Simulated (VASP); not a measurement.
Pd, 1 atom in the cell. Symmetry: Pm-3m, No. 221, cubic system. Conventional cell: a = 2.506 Å, b = 2.506 Å, c = 2.506 Å, α = 90.00°, β = 90.00°, γ = 90.00°. Within 3.3 Å of Pd (site symmetry m-3m) lie 6 Pd at 2.51 Å. This isn't the form of Pd at room conditions, which is fcc.

- Program: VASP 6.6.1
- Task: single point
- Functional: PBE
- Potentials or basis: VASP PAW PBE potentials, release 64 (Pd)
- Cutoff: 500 eV
- k mesh: 14 × 14 × 14
- Occupations: fermi-dirac, width 0.05 eV
- Spin: collinear spin
- Starting moments: [0.5] μB
- Dipole correction: no
- Further INCAR settings: ALGO = Normal; EDIFF = 1e-06; NBANDS = 15

Potentials or basis: VASP PAW PBE potentials, release 64 (Pd).

Command:

```bash
$ cat potpaw_PBE.64/Pd/POTCAR > POTCAR
$ mpirun -np 1 vasp_std > vasp.out
```

Hardware: 1 thread of Intel(R) Xeon(R) 6975P-C (Granite Rapids) (shared host).

Problem. Estimate the wall time of this run.

Solution. Run time: 17 s on 1 thread of Intel(R) Xeon(R) 6975P-C (Granite Rapids), on a shared host, peak memory 0.15 GiB. Counts: scf iterations 12, k points 120.
